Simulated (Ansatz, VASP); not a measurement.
# One calculation of AlNi3, two programs

```
Al Ni
1.0
     0.00918    2.80870    2.80147
     2.80352    0.00613    2.80452
     2.81058    2.81882   -0.00094
Al Ni
1 3
Direct
  0.51799 0.47545 0.48120
  0.23471 0.21297 0.23590
  0.05270 0.96234 0.03015
  0.77290 0.72066 0.80167
```

Change from the starting cell: kmesh displaced: [6, 6, 6] Gamma-centred.

Alike in both runs: task single point; functional r2SCAN; k mesh 6 × 6 × 6; occupations gaussian, width 0.1 eV; no spin polarisation.

|  | VASP | Ansatz |
| --- | --- | --- |
| version | VASP 6.6.1 | Ansatz 0.2.0 |
| potentials or method | VASP PAW PBE potentials, release 64 (Al, Ni), cutoff 660 eV | scalar-relativistic, plane waves, PAW |
| valence electrons in the cell | 33 | 57 |

```tsv
	VASP	Ansatz	Ansatz less VASP
gap on the k mesh at the Fermi level (eV)	none	none	-
pressure (GPa)	8.8	8.8	+0.04
traceless stress, the component that is largest in VASP (GPa)	4.60	4.65	+0.052
rms of the force components (eV/Å)	1.662	1.655	-0.0069
```

VASP's potentials were made for PBE, not for r2SCAN. Atom by atom the forces differ by 0.010 eV/Å (rms over components). A gap of «none» marks a metal or a gap that the smearing closes. VASP's potentials hold 33 valence electrons a cell and Ansatz's 57, so a difference there can come from the potentials and not from the codes.
